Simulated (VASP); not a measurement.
Si2B2C:

```
Si B C
1.0
     2.90701    0.00000    0.00000
    -1.45351    2.51755    0.00000
     0.00000    0.00000    8.36161
Si B C
2 2 1
Cartesian
  0.0000 1.6784 1.2546
  0.0000 1.6784 7.1070
  0.0000 0.0000 4.1808
  0.0000 1.6784 4.1808
  1.4535 0.8392 4.1808
```

The cell was built from a structure type or drawn by symmetry, and may not be a known phase.

* Program: VASP 6.6.1
* Task: relaxation of cell and atoms
* Functional: PBE
* Potentials or basis: VASP PAW PBE potentials, release 64 (Si, B, C)
* Cutoff: 600 eV
* k mesh: 12 × 12 × 6
* Occupations: gaussian, width 0.1 eV
* Spin: no spin polarisation

At the start: pressure -0.2 GPa; volume 12.24 Å³/atom.

**Question.** Where does the relaxation end?

**Answer.** Over 6 steps the energy falls by 3.7 meV/atom and the volume is 12.16 Å³/atom (-0.6 %); space group P-6m2 (No. 187, to 0.1 Å) before and after.

Step by step:
```tsv
step	energy change (eV)	largest force (eV/Å)	pressure (GPa)	volume (Å³)
1	0.0000	0.3942	-0.22	61.19
2	-0.0183	0.0605	-0.32	61.04
3	-0.0184	0.0313	-0.32	61.03
4	-0.0184	0.0234	-0.32	61.03
5	-0.0187	0.0020	0.06	60.80
6	-0.0187	0.0008	0.03	60.82
```

Final structure:
```
Si B C
1.0
     2.91735    0.00000    0.00000
    -1.45868    2.52650    0.00000
     0.00000    0.00000    8.25145
Si B C
2 2 1
Direct
  0.33333 0.66667 0.14733
  0.33333 0.66667 0.85267
  0.00000 0.00000 0.50000
  0.33333 0.66667 0.50000
  0.66667 0.33333 0.50000
```
